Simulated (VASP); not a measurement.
Ag: relaxation of cell and atoms with PBEsol

The system is Ag.

```xyz
2
Lattice="-1.6126 1.6126 1.6126 1.6126 -1.6126 1.6126 3.2251 3.2251 0.0000" Properties=species:S:1:pos:R:3 pbc="T T T"
Ag   -0.0592   -0.0955    0.3535
Ag    1.6717    1.7080    1.2590
```

This cell differs from its parent crystal: all atoms moved at random, sigma 0.25 Å a component.

* Program: VASP 6.6.1
* Task: relaxation of cell and atoms
* Functional: PBEsol
* Potentials or basis: VASP PAW PBE potentials, release 64 (Ag)
* Cutoff: 600 eV
* k mesh: 12 × 12 × 8
* Occupations: gaussian, width 0.15 eV
* Spin: no spin polarisation
* Dipole correction: no
* Further INCAR settings: ALGO = Fast; EDIFF = 1e-06; IBRION = 2; EDIFFG = -0.01; NSW = 100; ISIF = 3

- Relaxed volume: 16.69 Å³/atom
- Relaxed cell: a = 2.877 Å, b = 2.870 Å, c = 4.673 Å, α = 90.02°, β = 89.94°, γ = 120.08°
- Space group after relaxing (to 0.05 Å): P6_3/mmc (No. 194)
- Energy gained by relaxing: 574.9 meV/atom
- Ionic steps: 46
- Pressure after relaxing: 0.0 GPa
- Largest force after relaxing: 0.007 eV/Å
- Band gap on the k mesh: zero (band 11 reaches 12.62 eV, above the bottom of band 12 at 5.14 eV)

Forces on the atoms (eV/Å):
```
Ag   0.000  0.001 -0.007
Ag   0.000 -0.001  0.007
```

Stress tensor (GPa, compression positive):
```
 0.01  0.05  0.00
 0.05 -0.06 -0.04
 0.00 -0.04  0.09
```

The path:
```csv
step,energy change (eV),largest force (eV/Å),pressure (GPa),volume (Å³)
1,0.0000,4.9838,17.05,33.55
3,-0.5000,0.6859,-8.40,40.96
5,-0.7784,0.6368,-4.20,36.75
7,-0.7794,0.6399,-3.66,36.56
9,-0.8619,0.4768,2.12,34.16
11,-0.9891,0.3762,0.73,34.00
13,-1.0415,0.2852,-1.98,34.56
15,-1.0726,0.0784,1.82,33.20
17,-1.0897,0.1770,-0.18,33.64
19,-1.0949,0.0382,0.01,33.53
21,-1.0958,0.0449,0.03,33.53
23,-1.0969,0.0660,-0.32,33.61
25,-1.0977,0.0729,-0.05,33.53
27,-1.0991,0.1043,1.07,33.18
29,-1.0994,0.1053,1.14,33.17
31,-1.1003,0.1053,1.16,33.15
33,-1.1023,0.1077,1.48,33.06
35,-1.1087,0.0806,-0.38,33.59
37,-1.1121,0.0710,-0.74,33.70
39,-1.1309,0.1621,-0.16,33.53
41,-1.1486,0.0254,0.47,33.27
43,-1.1493,0.0207,-0.66,33.55
45,-1.1494,0.0249,-0.35,33.48
46,-1.1498,0.0069,0.01,33.39
```

Final structure:
```yaml
crystal:
  lattice:
    - [-1.76352, 1.76007, 1.43751]
    - [1.75240, -1.76487, 1.43236]
    - [3.30629, 3.30258, 0.02153]
  atoms:
    - { symbol: Ag, position: [0.91821, 0.08532, 0.00001] }
    - { symbol: Ag, position: [0.58179, 0.41468, 0.49999] }
```

Levels at points of the mesh, in eV from the Fermi level:
| k point | band 8 | band 9 | band 10 | band 11 | band 12 | band 13 | band 14 | band 15 |
| --- | --- | --- | --- | --- | --- | --- | --- | --- |
| (0.00, 0.00, 0.00) | -4.08 | -4.05 | -3.00 | -2.98 | -0.41 | 3.83 | 15.73 | 18.45 |
| (0.50, 0.00, 0.00) | -2.86 | -2.78 | -2.71 | 0.15 | 1.63 | 7.06 | 7.33 | 9.62 |
| (0.00, 0.50, 0.00) | -2.85 | -2.78 | -2.71 | 0.14 | 1.69 | 7.04 | 7.28 | 9.72 |
| (0.50, 0.50, 0.00) | -2.86 | -2.78 | -2.71 | 0.14 | 1.64 | 7.05 | 7.30 | 10.78 |
| (0.00, 0.00, 0.50) | -4.54 | -3.32 | -3.32 | -3.31 | -3.31 | 11.44 | 11.44 | 16.10 |
| (0.50, 0.00, 0.50) | -3.04 | -2.77 | -2.77 | 0.74 | 0.75 | 4.76 | 4.78 | 13.82 |
| (0.00, 0.50, 0.50) | -3.06 | -2.76 | -2.76 | 0.79 | 0.80 | 4.78 | 4.78 | 13.75 |
| (0.50, 0.50, 0.50) | -3.05 | -2.77 | -2.77 | 0.75 | 0.75 | 4.75 | 4.77 | 13.83 |

Run time: 36 min on 1 thread of Intel(R) Xeon(R) 6975P-C (Granite Rapids), with other jobs on the host, peak memory 0.51 GiB.

Caveat: the cell differs from its parent crystal (all atoms moved at random, sigma 0.25 Å a component); the PAW data sets were made with another functional, which shifts forces and pressure a little.
